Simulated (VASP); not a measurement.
# Si48C47 (a cell with a defect) in VASP: single point with PBEsol

Aim: the single point of Si48C47 (a cell with a defect) with PBEsol.

All numbers are computed with VASP 6.6.1; they aren't measurements. Logs are shortened: lines on timing, memory, paths and dates and some standing lists are left out, and cuts for length are marked.

## Step 1: The cell of the first run

The cell holds a defect, 95 atoms: a = 9.234 Å, b = 10.663 Å, c = 10.076 Å, α = 90.00°, β = 90.00°, γ = 90.00°.

## Step 2: Single point, PBEsol

File INCAR:

```
SYSTEM = Si48C47
PREC     = Accurate       ! precision mode
ENCUT    = 520            ! plane-wave cutoff, eV
EDIFF    = 1E-6           ! SCF threshold, eV
ISMEAR   = -1             ! smearing method
SIGMA    = 0.05           ! smearing width, eV
LREAL    = Auto         
LASPH    = .True.         ! aspherical terms in the spheres
NELM     = 120            ! most SCF steps
ALGO     = Normal         ! electronic algorithm
ISIF     = 2              ! what is computed and relaxed
LWAVE    = .False.        ! write WAVECAR
LCHARG   = .True.         ! write CHGCAR
GGA      = PS             ! functional
LELF     = .True.         ! ELF
LVHAR    = .True.       
ISYM     = -1           
NBANDS   = 243            ! bands
GGA_COMPAT= .False.
```

File KPOINTS:

```
explicit points
1
Reciprocal
  0.25000000   0.25000000   0.25000000 1
```

File POSCAR:

```
Si48C47
1.0
    9.2342040000      0.0000000000      0.0000000000
    0.0000000000     10.6627400000      0.0000000000
    0.0000000000      0.0000000000     10.0759470000
Si C
48 47
Direct
    0.9993610000      0.9985530000      0.5003560000
    0.3319560000      0.9983030000      0.5012740000
    0.1610330000      0.2481250000      0.5005700000
    0.9993430000      0.5004240000      0.4988970000
    0.6621720000      0.0041850000      0.5007410000
    0.4798970000      0.2585630000      0.5083550000
    0.3338390000      0.4811940000      0.5075770000
    0.1698430000      0.7445750000      0.5005460000
    0.8294090000      0.2510890000      0.4997760000
    0.6637600000      0.4991420000      0.4798610000
    0.5012830000      0.7480480000      0.4997250000
    0.8340030000      0.7520370000      0.4984740000
    0.0000990000      0.1672850000      0.2504010000
    0.3339130000      0.1689380000      0.2518740000
    0.1706000000      0.4171230000      0.2505210000
    0.0026540000      0.6678220000      0.2491400000
    0.6661510000      0.1699120000      0.2528000000
    0.5179340000      0.4261850000      0.2548980000
    0.3370970000      0.6657600000      0.2524280000
    0.1683200000      0.9170840000      0.2510860000
    0.8390250000      0.4179580000      0.2461200000
    0.6709780000      0.6704100000      0.2459300000
    0.5007520000      0.9178020000      0.2504820000
    0.8344530000      0.9188430000      0.2498500000
    0.1656880000      0.0829510000      0.7509290000
    0.9982580000      0.3332630000      0.7499780000
    0.4987840000      0.0828160000      0.7530200000
    0.3308070000      0.3325490000      0.7550010000
    0.1651900000      0.5830960000      0.7515250000
    0.0002500000      0.8328060000      0.7494910000
    0.8325100000      0.0834810000      0.7500390000
    0.6640800000      0.3330650000      0.7481300000
    0.4984510000      0.5824710000      0.7479950000
    0.3332530000      0.8328010000      0.7503640000
    0.8307240000      0.5826370000      0.7430870000
    0.6662570000      0.8337390000      0.7495120000
    0.0006410000      0.0003700000      0.0001710000
    0.3336840000      0.0007290000      0.0013530000
    0.1660310000      0.2502630000      0.0015320000
    0.0009860000      0.5010210000      0.9981330000
    0.6671520000      0.0011580000      0.0014390000
    0.5005060000      0.2527420000      0.0030970000
    0.3362220000      0.5000490000      0.0022320000
    0.1683690000      0.7504000000      0.0008430000
    0.8331750000      0.2506080000      0.9993230000
    0.6698150000      0.5018790000      0.9953250000
    0.5009850000      0.7505740000      0.9992660000
    0.8348550000      0.7507300000      0.9974320000
    0.0017310000      0.0008590000      0.1877640000
    0.3345060000      0.0019250000      0.1885270000
    0.1671140000      0.2507710000      0.1884140000
    0.0051250000      0.5015110000      0.1855890000
    0.6674540000      0.0023350000      0.1891750000
    0.5018410000      0.2555480000      0.1931520000
    0.3404470000      0.4998130000      0.1920680000
    0.1704290000      0.7505040000      0.1886220000
    0.8339640000      0.2507260000      0.1867460000
    0.6772810000      0.5053350000      0.1793230000
    0.5017830000      0.7512340000      0.1867100000
    0.8372960000      0.7526540000      0.1851800000
    0.9991410000      0.9995960000      0.6876740000
    0.3324820000      0.9994890000      0.6887980000
    0.1647490000      0.2496000000      0.6884360000
    0.9989720000      0.4996430000      0.6859570000
    0.6651060000      0.0007560000      0.6880630000
    0.4962170000      0.2485250000      0.6934510000
    0.3302950000      0.4984420000      0.6926930000
    0.1668600000      0.7487690000      0.6876950000
    0.8315260000      0.2502690000      0.6871230000
    0.6602420000      0.4972380000      0.6757210000
    0.4999830000      0.7495720000      0.6870840000
    0.8325170000      0.7504880000      0.6854210000
    0.9954370000      0.1649900000      0.4384490000
    0.3264950000      0.1639160000      0.4390170000
    0.1628440000      0.4140490000      0.4376910000
    0.0006990000      0.6668700000      0.4372040000
    0.6564870000      0.1757150000      0.4406570000
    0.3392980000      0.6556270000      0.4403840000
    0.1670120000      0.9127180000      0.4392130000
    0.8355080000      0.4160360000      0.4338600000
    0.6689880000      0.6694180000      0.4337820000
    0.4985620000      0.9160100000      0.4385590000
    0.8308290000      0.9197050000      0.4378770000
    0.1670090000      0.0838570000      0.9387800000
    0.0000320000      0.3338930000      0.9379000000
    0.5002830000      0.0847630000      0.9415670000
    0.3326620000      0.3335330000      0.9419140000
    0.1685530000      0.5837280000      0.9396810000
    0.0018020000      0.8337980000      0.9374650000
    0.8336980000      0.0837880000      0.9381080000
    0.6668110000      0.3346430000      0.9367300000
    0.5015180000      0.5837340000      0.9364640000
    0.3343140000      0.8340390000      0.9382330000
    0.8348600000      0.5844240000      0.9317880000
    0.6675050000      0.8345760000      0.9378020000
```

Potentials or basis: VASP PAW PBE potentials, release 64 (Si, C).

The run is started by

```
$ cat potpaw_PBE.64/Si/POTCAR potpaw_PBE.64/C/POTCAR > POTCAR
$ mpirun -np 1 vasp_std > vasp.out
```

OUTCAR:

```text
SYSTEM = Si48C47
   PREC = Accurate
   ENCUT = 520
   EDIFF = 1E-6
   ISMEAR = -1
   LREAL = Auto
   LASPH = .True.
   NELM = 120
   ISIF = 2
   GGA = PS
   ISYM = -1

 ion  position               nearest neighbor table
   1  0.999  0.999  0.500-  83 1.88  73 1.88  61 1.89  79 1.90  12 3.04   3 3.05  24 3.07  30 3.07
                             2 3.07  20 3.08  31 3.09  25 3.09  13 3.10   5 3.11   9 3.12   8 3.13
   2  0.332  0.998  0.501-  74 1.87  82 1.88  79 1.88  62 1.89   5 3.05  20 3.06  34 3.07   1 3.07
                            25 3.08  23 3.09   8 3.09  11 3.09   6 3.09   3 3.10  27 3.10  14 3.10
   3  0.161  0.248  0.501-  73 1.88  74 1.88  75 1.88  63 1.89   6 2.95   7 2.95  13 3.05   1 3.05
                             9 3.06  26 3.07   4 3.08  25 3.08  14 3.09   2 3.10  15 3.10  28 3.14
   4  0.999  0.500  0.499-  75 1.87  80 1.88  76 1.88  64 1.88  35 3.04   8 3.04  21 3.07   3 3.08
                            16 3.09  12 3.09   9 3.09  15 3.09  26 3.09   7 3.10  29 3.10  10 3.10
   5  0.662  0.004  0.501-  82 1.89  65 1.89  83 1.91  77 1.93   2 3.05   9 3.05  17 3.06  23 3.07
                            27 3.07  31 3.08  36 3.10  11 3.11   1 3.11  12 3.12  24 3.12
   6  0.480  0.259  0.508-  66 1.87  74 1.87  77 1.98   7 2.73   3 2.95  28 2.95  32 3.06  14 3.07
                            10 3.09   2 3.09  27 3.10  18 3.14
   7  0.334  0.481  0.508-  75 1.87  67 1.87  78 1.98   6 2.73   3 2.95  28 2.95  33 3.06  10 3.07
                            15 3.07   4 3.10  29 3.11  18 3.12
   8  0.170  0.745  0.501-  76 1.88  68 1.89  79 1.90  78 1.93   4 3.04  19 3.06  29 3.06  11 3.06
                            16 3.08  34 3.08   2 3.09  12 3.10  30 3.10  20 3.11   1 3.13
   9  0.829  0.251  0.500-  80 1.88  77 1.88  69 1.89  73 1.89  17 3.04   5 3.05  32 3.06  10 3.06
[... 124 lines left out ...]
  94  0.835  0.584  0.932-  46 1.87  48 1.89  40 1.89  35 1.90
  95  0.668  0.835  0.938-  48 1.88  47 1.88  41 1.89  36 1.90

IMPORTANT INFORMATION: All symmetrisations will be switched off!
NOSYMM: (Re-)initialisation of all symmetry stuff for point group C_1.

----------------------------------------------------------------------------------------

                                     Primitive cell

  volume of cell :     992.0971

  direct lattice vectors                    reciprocal lattice vectors
     9.234204000  0.000000000  0.000000000     0.108293037  0.000000000  0.000000000
     0.000000000 10.662740000  0.000000000     0.000000000  0.093784524  0.000000000
     0.000000000  0.000000000 10.075947000     0.000000000  0.000000000  0.099246254

  length of vectors
     9.234204000 10.662740000 10.075947000     0.108293037  0.093784524  0.099246254

  position of ions in fractional coordinates (direct lattice)
     0.999361000  0.998553000  0.500356000
     0.331956000  0.998303000  0.501274000
     0.161033000  0.248125000  0.500570000
     0.999343000  0.500424000  0.498897000
     0.662172000  0.004185000  0.500741000
     0.479897000  0.258563000  0.508355000
[... 87 lines left out ...]
     0.834860000  0.584424000  0.931788000
     0.667505000  0.834576000  0.937802000

  ion indices of the primitive-cell ions
   primitive index   ion index
                 1           1
                 2           2
                 3           3
                 4           4
                 5           5
                 6           6
[... 87 lines left out ...]
                94          94
                95          95

----------------------------------------------------------------------------------------

[... 21 lines left out ...]
   ISPIN  =      1    spin polarized calculation?
   LNONCOLLINEAR =      F non collinear calculations
   LSORBIT =      F    spin-orbit coupling
   LASPH  =      T    aspherical Exc in radial PAW
   ENCUT  =  520.0 eV  38.22 Ry    6.18 a.u.  17.17 19.83 18.73*2*pi/ulx,y,z
   NELM   =    120;   NELMIN=  2; NELMDL= -5     # of ELM steps
   EDIFF  = 0.1E-05   stopping-criterion for ELM
   LREAL  =      T    real-space projection
   EDIFFG = 0.1E-04   stopping-criterion for IOM
   NSW    =      0    number of steps for IOM
   IBRION =     -1    ionic relax: 0-MD 1-quasi-New 2-CG
   NFREE  =      0    steps in history (QN), initial steepest desc. (CG)
   ISIF   =      2    stress and relaxation
   ISYM   =     -1    0-nonsym 1-usesym 2-fastsym
   POTIM  = 0.5000    time-step for ionic-motion
   TEBEG  =    0.0;   TEEND  =   0.0 temperature during run
   PSTRESS=    0.0 pullay stress
   NELECT =     380.0000    total number of electrons
   NUPDOWN=      -1.0000    fix difference up-down
   EMIN   =  10.00;   EMAX   =-10.00  energy-range for DOS
   EFERMI =   0.00;   METHOD = LEGACY
   ISMEAR =    -1;   SIGMA  =   0.05  broadening in eV -4-tet -1-fermi 0-gaus
   EFERMI_NEDOS =   21; number of points for ismear=-14 and -15
   IALGO  =     38    algorithm
   IMIX   =      4    mixing-type and parameters
     AMIX     =   0.40;   BMIX     =  1.00
     AMIX_MAG =   1.60;   BMIX_MAG =  1.00
  volume/ion in A,a.u.               =      10.44        70.47
  Fermi-wavevector in a.u.,A,eV,Ry     =   1.188916  2.246726 19.232137  1.413522
  Thomas-Fermi vector in A             =   2.325035
   LORBIT       =      0    0 simple, 1 ext, 2 COOP (PROOUT), +10 PAW based schemes
   GGA     = PS    functional components
   LHFCALC =     F    Hartree Fock is set to
   AEXX    =    0.0000 exact exchange contribution
   IVDW    =     0    specifies the selected vdW correction
   LEPSILON=     F    determine dielectric tensor
   LRPA    =     F    only Hartree local field effects (RPA)
 non-spin polarized calculation
  energy-cutoff  :      520.00
  volume of cell :      992.10
 maximum number of plane-waves:     26706
 NGX is ok and might be reduce to    70
   NGX = 35   NGY = 39   NGZ = 37

 number of electron     380.0000008 magnetization

 Free energy of the ion-electron system (eV)
  ---------------------------------------------------
  ext. energy  EPLUGINS =         0.00000000
  ---------------------------------------------------
  free energy    TOTEN  =      -750.13178254 eV

  energy without entropy =     -750.13175107  energy(sigma->0) =     -750.13176680

 E-fermi :   9.6059     XC(G=0): -11.4770

 val. band max:        9.0425228497   @ k =   0.2500   0.2500   0.2500
 cond. band min:      10.1702393210   @ k =   0.2500   0.2500   0.2500
 fundamental gap:      1.1277164713
 Fermi energy:         9.6059056364

 k-point     1 :       0.2500    0.2500    0.2500
  band No.  band energies     occupation
      1      -7.1645      2.00000
      2      -6.6383      2.00000
      3      -6.5696      2.00000
      4      -6.4326      2.00000
      5      -6.0483      2.00000
      6      -5.9251      2.00000
[... 194 lines left out ...]
    201      11.6867      0.00000
    202      11.7113      0.00000
 [bands above 202 left out]

------------------------ aborting loop because EDIFF is reached ----------------------------------------

  FORCE on cell =-STRESS in cart. coord.  units (eV):
  Direction    XX          YY          ZZ          XY          YZ          ZX
  --------------------------------------------------------------------------------------
  -------------------------------------------------------------------------------------
  Total        1.2147331     -5.8735342      1.0610481      9.8087192     -5.3419139     -7.6051557
  in kB        1.9617212     -9.4854060      1.7135291     15.8404941     -8.6268710    -12.2818711
  external PRESSURE =      -1.9367185 kB  Pullay stress =       0.0000000 kB

 VOLUME and BASIS-vectors are now :
 -----------------------------------------------------------------------------
  energy-cutoff  :      520.00
  volume of cell :      992.10
      direct lattice vectors                 reciprocal lattice vectors
     9.234204000  0.000000000  0.000000000     0.108293037  0.000000000  0.000000000
     0.000000000 10.662740000  0.000000000     0.000000000  0.093784524  0.000000000
     0.000000000  0.000000000 10.075947000     0.000000000  0.000000000  0.099246254

 POSITION                                       TOTAL-FORCE (eV/Angst)
 -----------------------------------------------------------------------------------
      9.22830     10.64731      5.04156        -0.001142     -0.002337      0.002780
      3.06535     10.64465      5.05081         0.002296      0.001561      0.002577
      1.48701      2.64569      5.04372        -0.002757     -0.002553      0.003986
      9.22814      5.33589      5.02686        -0.002683      0.001624      0.000558
      6.11463      0.04462      5.04544        -0.000476      0.002153      0.001480
      4.43147      2.75699      5.12216         0.004527      0.006174     -0.002991
[... 87 lines left out ...]
      7.70927      6.23156      9.38865        -0.000867     -0.007040     -0.001610
      6.16388      8.89887      9.44924         0.003095      0.002470     -0.001134
 -----------------------------------------------------------------------------------
    total drift:                                0.061020     -0.014681     -0.033002

  FREE ENERGIE OF THE ION-ELECTRON SYSTEM (eV)
  ---------------------------------------------------
  free  energy   TOTEN  =      -750.1317825414 eV

  energy  without entropy=     -750.1317510665  energy(sigma->0) =     -750.13176680
```

It took 4.2 min on 1 thread of Intel Xeon 6975P-C (Granite Rapids), shared host; peak memory 0.89 GiB.

Results:

| Property | Result |
| --- | --- |
| Free energy | -750.1318 eV |
| Pressure | -0.2 GPa |
| Largest force | 0.017 eV/Å |
| Band gap on the k mesh | 1.13 eV |

Forces in eV/Å, atoms in the order of the input:
```
Si  -0.001 -0.002  0.003
Si   0.002  0.002  0.003
Si  -0.003 -0.003  0.004
Si  -0.003  0.002  0.001
Si   0.000  0.002  0.001
Si   0.005  0.006 -0.003
Si   0.009  0.002 -0.001
Si  -0.002  0.000  0.002
Si   0.007  0.001  0.000
Si  -0.011 -0.006 -0.001
Si   0.004  0.003  0.001
Si  -0.004 -0.001  0.000
Si   0.000 -0.002  0.000
Si   0.002 -0.002  0.000
Si  -0.001 -0.001  0.000
Si   0.001  0.000  0.002
Si   0.002 -0.005 -0.004
Si  -0.003 -0.003  0.011
Si  -0.002  0.007 -0.005
Si  -0.003  0.001  0.000
Si  -0.004  0.001 -0.001
Si  -0.001 -0.004  0.001
Si  -0.003 -0.004  0.001
Si   0.004 -0.001  0.000
Si  -0.002  0.000 -0.001
Si  -0.002  0.003  0.000
Si  -0.002  0.003 -0.002
Si  -0.001 -0.002  0.004
Si  -0.002 -0.003 -0.003
Si  -0.002  0.001  0.000
Si   0.003  0.000  0.001
Si  -0.003 -0.003  0.005
Si  -0.004  0.001  0.000
Si   0.003 -0.001  0.001
Si  -0.003  0.000 -0.004
Si  -0.002  0.000  0.000
Si   0.001  0.002  0.002
Si  -0.004  0.001  0.002
Si   0.001  0.002  0.001
Si  -0.002  0.000  0.002
Si   0.002  0.000  0.001
Si  -0.001  0.002  0.003
Si   0.001  0.000  0.005
Si  -0.002  0.001  0.003
Si  -0.003  0.002  0.003
Si  -0.004 -0.003  0.006
Si   0.001  0.000  0.002
Si  -0.002  0.000  0.001
C    0.004  0.000  0.001
C    0.004  0.004 -0.004
C   -0.003 -0.001 -0.003
C    0.002  0.002  0.004
C   -0.002  0.006 -0.008
C   -0.001 -0.003 -0.003
C   -0.004 -0.005  0.000
C    0.004 -0.001 -0.004
C    0.002 -0.003  0.004
C    0.015  0.007  0.001
C    0.001  0.004  0.000
C    0.001  0.007  0.004
C    0.001 -0.002  0.001
C    0.002  0.001 -0.003
C   -0.003 -0.002 -0.010
C    0.003 -0.002  0.004
C   -0.006  0.003 -0.001
C    0.001  0.001  0.007
C    0.009 -0.001  0.005
C   -0.001  0.002  0.003
C    0.008 -0.002  0.000
C    0.004  0.000  0.002
C   -0.001 -0.001  0.000
C    0.001  0.004  0.006
C    0.001  0.001 -0.003
C   -0.009  0.004 -0.009
C   -0.001 -0.002 -0.007
C   -0.003  0.009  0.000
C   -0.003  0.000 -0.006
C   -0.002  0.002 -0.003
C    0.002  0.001 -0.008
C    0.005  0.003 -0.001
C   -0.013  0.002  0.004
C   -0.008  0.000 -0.003
C   -0.001 -0.008 -0.004
C    0.001 -0.001  0.000
C    0.000 -0.008 -0.002
C    0.002 -0.003  0.001
C    0.006 -0.007 -0.002
C   -0.002 -0.001 -0.010
C    0.006 -0.002  0.002
C   -0.002  0.000  0.001
C    0.005  0.004  0.003
C    0.006 -0.003  0.001
C    0.001  0.002 -0.002
C   -0.001 -0.007 -0.002
C    0.003  0.002 -0.001
```

Stress tensor (GPa, compression positive):
```
 0.20  1.58 -1.23
 1.58 -0.95 -0.86
-1.23 -0.86  0.17
```

Caveat: the PAW data sets were made with another functional, which shifts forces and pressure a little.
